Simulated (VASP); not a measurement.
Ti:

```
CELL_PARAMETERS angstrom
-1.64100 1.64100 1.64100
1.64100 -1.64100 1.64100
1.64100 1.64100 -1.64100
ATOMIC_POSITIONS crystal
Ti 0.00000 0.00000 0.00000
```

- Program: VASP 6.6.1
- Task: relaxation of cell and atoms
- Functional: BLYP
- Dispersion: D3(BJ)
- Potentials or basis: VASP PAW PBE potentials, release 64 (Ti_sv)
- Cutoff: 600 eV
- k mesh: 11 × 11 × 11
- Occupations: fermi-dirac, width 0.05 eV
- Spin: no spin polarisation

At the start: pressure -13.6 GPa; volume 17.68 Å³/atom.

Question: How do energy, volume and symmetry change on relaxing?

Answer: Over 3 steps the energy falls by 112.7 meV/atom and the volume is 15.29 Å³/atom (-13.5 %); space group Im-3m (No. 229, to 0.05 Å).

Step by step:
```
step  energy change (eV)  largest force (eV/Å)  pressure (GPa)  volume (Å³)
   1              0.0000                0.0000          -13.65        17.68
   2             -0.0742                0.0000           10.89        14.10
   3             -0.1127                0.0000           -0.09        15.29
```

Final structure:
```xyz
1
Lattice="-1.5637 1.5637 1.5637 1.5637 -1.5637 1.5637 1.5637 1.5637 -1.5637" Properties=species:S:1:pos:R:3 pbc="T T T"
Ti    0.0000    0.0000    0.0000
```

Caveat: the PAW data sets were made with another functional, which shifts forces and pressure a little; the volume moved by -13 % from the deposited cell, more than functionals usually miss; pairwise dispersion overbinds metals, which lowers pressure and volume.
